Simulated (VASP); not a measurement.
Yb:

```xyz
1
Lattice="-2.1515 2.1515 2.1515 2.1515 -2.1515 2.1515 2.1515 2.1515 -2.1515" Properties=species:S:1:pos:R:3 pbc="T T T"
Yb    0.0000    0.0000    0.0000
```

This isn't the form of Yb at room conditions, which is fcc.

Base run:

```yaml
Program: VASP 6.6.1
Functional: PBE
Potentials_or_basis: VASP PAW PBE potentials, release 64 (Yb)
Cutoff: 520 eV
k_mesh: 9 × 9 × 9
Occupations: fermi-dirac, width 0.05 eV
Spin: no spin polarisation
```

Its results: band gap on the k mesh zero (bands 12 and 13 overlap by 0.26 eV); pressure -37.7 GPa.

**Question.** The run is repeated on the same cell with these changes: functional from PBE to PBEsol. What comes out?

**Answer.** Band gap on the k mesh zero (bands 12 and 13 overlap by 0.24 eV); pressure -2.6 GPa.

Caveats: spin-orbit coupling is left out, which moves the levels of the heavy elements; the cell stands under tension (at least some runs); the PAW data sets were made with another functional, which shifts forces and pressure a little (at least some runs).
